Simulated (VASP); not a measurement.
# Pb (C2/m) in VASP: a series of runs, part 2 of 2

VASP 6.6.1. Earlier steps stand in the parts before.

## (3) Single point, PBE

INCAR

```
SYSTEM = Pb
PREC     = Accurate       ! precision mode
ENCUT    = 500            ! plane-wave cutoff, eV
EDIFF    = 1E-6           ! SCF threshold, eV
ISMEAR   = -5             ! smearing method
SIGMA    = 0.1            ! smearing width, eV
LREAL    = .False.        ! projectors in reciprocal space
LASPH    = .True.         ! aspherical terms in the spheres
NELM     = 120            ! most SCF steps
ALGO     = Normal         ! electronic algorithm
ISIF     = 2              ! what is computed and relaxed
LWAVE    = .False.        ! write WAVECAR
LCHARG   = .True.         ! write CHGCAR
GGA      = PE             ! functional
LELF     = .True.         ! ELF
LVHAR    = .True.       
NBANDS   = 21             ! bands
GGA_COMPAT= .False.
```

KPOINTS

```
Automatic mesh
0
Gamma
  6 6 4
  0 0 0
```

POSCAR

```
Pb
1.0
    3.0386068135     -1.7503199600      0.0000000000
    3.0386068135      1.7503199600      0.0000000000
   -2.1154626375      0.0000000000      6.0952248674
Pb
2
Direct
    0.8464915900      0.4364915900      0.5237078000
    1.6635084100      1.2535084100      0.9762922000
```

Potentials or basis: VASP PAW PBE potentials, release 64 (Pb_d).

On the command line:

```bash
cat potpaw_PBE.64/Pb_d/POTCAR > POTCAR
mpirun -np 1 vasp_std > vasp.out
```

OUTCAR:

```text
SYSTEM = Pb
   PREC = Accurate
   ENCUT = 500
   EDIFF = 1E-6
   ISMEAR = -5
   LREAL = .False.
   LASPH = .True.
   NELM = 120
   ISIF = 2
   GGA = PE

 ion  position               nearest neighbor table
   1  0.846  0.436  0.524-   2 3.34   2 3.41   2 3.41   2 3.45
   2  0.664  0.254  0.976-   1 3.34   1 3.41   1 3.41   1 3.45

  LATTYP: Found a base centered monoclinic cell.
 ALAT       =     6.0772136270
 B/A-ratio  =     0.5760271293
 C/A-ratio  =     1.0616534713
 COS(beta)  =    -0.3278823751

  Lattice vectors:

 A1 = (   3.0386068135,  -1.7503199600,   0.0000000000)
 A2 = (   3.0386068135,   1.7503199600,   0.0000000000)
 A3 = (  -2.1154626375,   0.0000000000,   6.0952248674)

Analysis of symmetry for initial positions (statically):
=====================================================================
 Subroutine PRICEL returns:
 Original cell was already a primitive cell.

 Routine SETGRP: Setting up the symmetry group for a
 base centered monoclinic supercell.

 Subroutine GETGRP returns: Found  4 space group operations
 (whereof  1 operations were pure point group operations)
 out of a pool of  4 trial point group operations.

The static configuration has the point symmetry C_1 .
 The point group associated with its full space group is C_2h.

Analysis of symmetry for dynamics (positions and initial velocities):
=====================================================================
 Subroutine PRICEL returns:
 Original cell was already a primitive cell.

 Routine SETGRP: Setting up the symmetry group for a
 base centered monoclinic supercell.

 Subroutine GETGRP returns: Found  4 space group operations
 (whereof  1 operations were pure point group operations)
 out of a pool of  4 trial point group operations.

The dynamic configuration has the point symmetry C_1 .
 The point group associated with its full space group is C_2h.

 Subroutine INISYM returns: Found  4 space group operations
 (whereof  1 operations are pure point group operations),
 and found     1 'primitive' translations

----------------------------------------------------------------------------------------

                                     Primitive cell

  volume of cell :      64.8353

  direct lattice vectors                    reciprocal lattice vectors
     3.038606813 -1.750319960  0.000000000     0.164549095 -0.285662057  0.057109864
     3.038606813  1.750319960  0.000000000     0.164549095  0.285662057  0.057109864
    -2.115462637  0.000000000  6.095224867     0.000000000  0.000000000  0.164062856

  length of vectors
     3.506672401  3.506672401  6.451894943     0.334575480  0.334575480  0.164062856

  position of ions in fractional coordinates (direct lattice)
     0.846491590  0.436491590  0.523707800
     0.663508410  0.253508410  0.976292200

  ion indices of the primitive-cell ions
   primitive index   ion index
                 1           1
                 2           2

----------------------------------------------------------------------------------------

 KPOINTS: Automatic mesh

Automatic generation of k-mesh.
 Grid dimensions read from file:
 generate k-points for:    6    6    4

 Generating k-lattice:

  Cartesian coordinates                     Fractional coordinates (reciprocal lattice)
     0.027424849 -0.047610343  0.009518311     0.166666667  0.000000000  0.000000000
     0.027424849  0.047610343  0.009518311     0.000000000  0.166666667  0.000000000
     0.000000000  0.000000000  0.041015714     0.000000000  0.000000000  0.250000000

  Length of vectors
     0.055762580  0.055762580  0.041015714

  Shift w.r.t. Gamma in fractional coordinates (k-lattice)
     0.000000000  0.000000000  0.000000000

 TETIRR: Found    216 inequivalent tetrahedra from      864

 Subroutine IBZKPT returns following result:
 ===========================================

 Found     47 irreducible k-points:

 Following reciprocal coordinates:
            Coordinates               Weight
  0.000000  0.000000  0.000000      1.000000
  0.166667  0.000000  0.000000      4.000000
  0.333333  0.000000  0.000000      4.000000
  0.500000  0.000000  0.000000      2.000000
  0.166667  0.166667  0.000000      2.000000
  0.333333  0.166667  0.000000      4.000000
[... 16 lines left out ...]
 -0.333333  0.166667  0.250000      4.000000
 -0.166667  0.166667  0.250000      4.000000
 [... further k-points ...]
   k-points           NKPTS =     47   k-points in BZ     NKDIM =     47   number of bands    NBANDS=     21
   number of dos      NEDOS =    301   number of ions     NIONS =      2
   total plane-waves  NPLWV =  37632
   dimension x,y,z NGX =    28 NGY =   28 NGZ =   48
   dimension x,y,z NGXF=    56 NGYF=   56 NGZF=   96
   ions per type =               2
   NGX,Y,Z   is equivalent  to a cutoff of  13.27, 13.27, 12.37 a.u.
   NGXF,Y,Z  is equivalent  to a cutoff of  26.55, 26.55, 24.74 a.u.
 SYSTEM =  Pb
   PREC   = accura    normal or accurate (medium, high low for compatibility)
   ISTART =      0    job   : 0-new  1-cont  2-samecut
   ICHARG =      2    charge: 1-file 2-atom 10-const
   ISPIN  =      1    spin polarized calculation?
   LNONCOLLINEAR =      F non collinear calculations
   LSORBIT =      F    spin-orbit coupling
   LASPH  =      T    aspherical Exc in radial PAW
   ENCUT  =  500.0 eV  36.75 Ry    6.06 a.u.   6.39  6.39 11.76*2*pi/ulx,y,z
   NELM   =    120;   NELMIN=  2; NELMDL= -5     # of ELM steps
   EDIFF  = 0.1E-05   stopping-criterion for ELM
   LREAL  =      F    real-space projection
   EDIFFG = 0.1E-04   stopping-criterion for IOM
   NSW    =      0    number of steps for IOM
   IBRION =     -1    ionic relax: 0-MD 1-quasi-New 2-CG
   NFREE  =      0    steps in history (QN), initial steepest desc. (CG)
   ISIF   =      2    stress and relaxation
   ISYM   =      2    0-nonsym 1-usesym 2-fastsym
   POTIM  = 0.5000    time-step for ionic-motion
   TEBEG  =    0.0;   TEEND  =   0.0 temperature during run
   PSTRESS=    0.0 pullay stress
   NELECT =      28.0000    total number of electrons
   NUPDOWN=      -1.0000    fix difference up-down
   EMIN   =  10.00;   EMAX   =-10.00  energy-range for DOS
   EFERMI =   0.00;   METHOD = LEGACY
   ISMEAR =    -5;   SIGMA  =   0.10  broadening in eV -4-tet -1-fermi 0-gaus
   EFERMI_NEDOS =   21; number of points for ismear=-14 and -15
   IALGO  =     38    algorithm
   IMIX   =      4    mixing-type and parameters
     AMIX     =   0.40;   BMIX     =  1.00
     AMIX_MAG =   1.60;   BMIX_MAG =  1.00
  volume/ion in A,a.u.               =      32.42       218.77
  Fermi-wavevector in a.u.,A,eV,Ry     =   1.237438  2.338420 20.833975  1.531254
  Thomas-Fermi vector in A             =   2.372006
   LORBIT       =      0    0 simple, 1 ext, 2 COOP (PROOUT), +10 PAW based schemes
   GGA     = PE    functional components
   LHFCALC =     F    Hartree Fock is set to
   AEXX    =    0.0000 exact exchange contribution
   IVDW    =     0    specifies the selected vdW correction
   LEPSILON=     F    determine dielectric tensor
   LRPA    =     F    only Hartree local field effects (RPA)
 non-spin polarized calculation
 Fermi weights with tetrahedron method with Bloechl corrections
  energy-cutoff  :      500.00
  volume of cell :       64.84
 maximum number of plane-waves:      1666
 NGX is ok and might be reduce to    28
   NGX = 13   NGY = 13   NGZ = 23

 number of electron      28.0000001 magnetization

 Free energy of the ion-electron system (eV)
  ---------------------------------------------------
  ext. energy  EPLUGINS =         0.00000000
  ---------------------------------------------------
  free energy    TOTEN  =        -6.97599528 eV

  energy without entropy =       -6.97599528  energy(sigma->0) =       -6.97599528

 E-fermi :   6.6559     XC(G=0):  -9.8186

 val. band max:        6.8386695830   @ k =  -0.1667   0.1667   0.0000
 cond. band min:       6.3217998620   @ k =  -0.3333   0.3333   0.5000
 fundamental gap:     -0.5168697210
 Fermi energy:         6.6559484591

 k-point     1 :       0.0000    0.0000    0.0000
  band No.  band energies     occupation
      1     -10.5956      2.00000
      2     -10.5039      2.00000
      3     -10.5034      2.00000
      4     -10.5008      2.00000
      5     -10.5001      2.00000
      6     -10.4621      2.00000
[... 550 lines left out ...]
      5     -10.4203      2.00000
      6     -10.4051      2.00000
[... 13 lines left out ...]
     20      16.1920      0.00000
     21      16.2973      0.00000

 [... further k-points ...]

------------------------ aborting loop because EDIFF is reached ----------------------------------------

  FORCE on cell =-STRESS in cart. coord.  units (eV):
  Direction    XX          YY          ZZ          XY          YZ          ZX
  --------------------------------------------------------------------------------------
  -------------------------------------------------------------------------------------
  Total        0.2779102      0.1711900      0.9683131      0.0000000      0.0000000     -0.1292590
  in kB        6.8675749      4.2303588     23.9284580      0.0000000      0.0000000     -3.1941820
  external PRESSURE =      11.6754639 kB  Pullay stress =       0.0000000 kB

 VOLUME and BASIS-vectors are now :
 -----------------------------------------------------------------------------
  energy-cutoff  :      500.00
  volume of cell :       64.84
      direct lattice vectors                 reciprocal lattice vectors
     3.038606813 -1.750319960  0.000000000     0.164549095 -0.285662057  0.057109864
     3.038606813  1.750319960  0.000000000     0.164549095  0.285662057  0.057109864
    -2.115462637  0.000000000  6.095224867     0.000000000  0.000000000  0.164062856

 POSITION                                       TOTAL-FORCE (eV/Angst)
 -----------------------------------------------------------------------------------
      2.79060     -0.71763      3.19212        -0.009311      0.000000     -0.074250
      0.72114     -0.71763      5.95072         0.009311      0.000000      0.074250
 -----------------------------------------------------------------------------------
    total drift:                               -0.000018      0.000001      0.000003

  FREE ENERGIE OF THE ION-ELECTRON SYSTEM (eV)
  ---------------------------------------------------
  free  energy   TOTEN  =        -6.9759952766 eV

  energy  without entropy=       -6.9759952766  energy(sigma->0) =       -6.97599528
```

Run time: 53 s. Hardware: 1 thread of Intel Xeon 8259CL, shared host; peak memory 0.21 GiB.

Results:

```yaml
Free_energy: -6.9760 eV
Pressure: 1.2 GPa
Largest_force: 0.075 eV/Å
Band_gap_on_the_k_mesh: zero (bands 14 and 15 overlap by 7.62 eV)
```

Forces on the atoms (eV/Å):
```
Pb  -0.009  0.000 -0.074
Pb   0.009  0.000  0.074
```

Stress tensor (GPa, compression positive):
```
 0.69  0.00 -0.32
 0.00  0.42  0.00
-0.32  0.00  2.39
```

Caveat: spin-orbit coupling is left out, which moves the levels of the heavy elements; tetrahedron occupations give inexact forces and stress in metals.

The gap in the log of VASP goes by the Fermi energy; the results here count the filled bands.